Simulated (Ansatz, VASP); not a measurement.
Mg3Te in VASP and in Ansatz

```
Mg Te
1.0
    -3.06669    3.06669    3.06669
     3.06669   -3.06669    3.06669
     3.06669    3.06669   -3.06669
Mg Te
3 1
Cartesian
  3.0667 0.0000 0.0000
  0.0000 3.0667 0.0000
  0.0000 0.0000 3.0667
  0.0000 0.0000 0.0000
```

Change from the starting cell: species swapped into the Sb3Au type (Im-3m, No. 229).

Alike in both runs: functional PBE; k mesh 4 × 4 × 4; occupations gaussian, width 0.1 eV; no spin polarisation.

Ansatz relaxed the structure, and its values are those at the end. VASP's run is a single point on that final structure, the one shown.

|  | VASP | Ansatz |
| --- | --- | --- |
| version | VASP 6.6.1 | Ansatz 0.2.0 |
| potentials or method | VASP PAW PBE potentials, release 64 (Mg, Te), cutoff 520 eV | scalar-relativistic, plane waves, PAW |
| valence electrons in the cell | 12 | 46 |

```csv
,VASP,Ansatz,Ansatz less VASP
gap on the k mesh at the Fermi level (eV),none,none,-
pressure (GPa),0.2,0.2,+0.05
```

A gap of «none» marks a metal or a gap that the smearing closes. VASP's potentials hold 12 valence electrons a cell and Ansatz's 46, so a difference there can come from the potentials and not from the codes.

The k mesh is coarse, so the values compare programs but aren't converged. Neither program's run includes spin-orbit coupling.
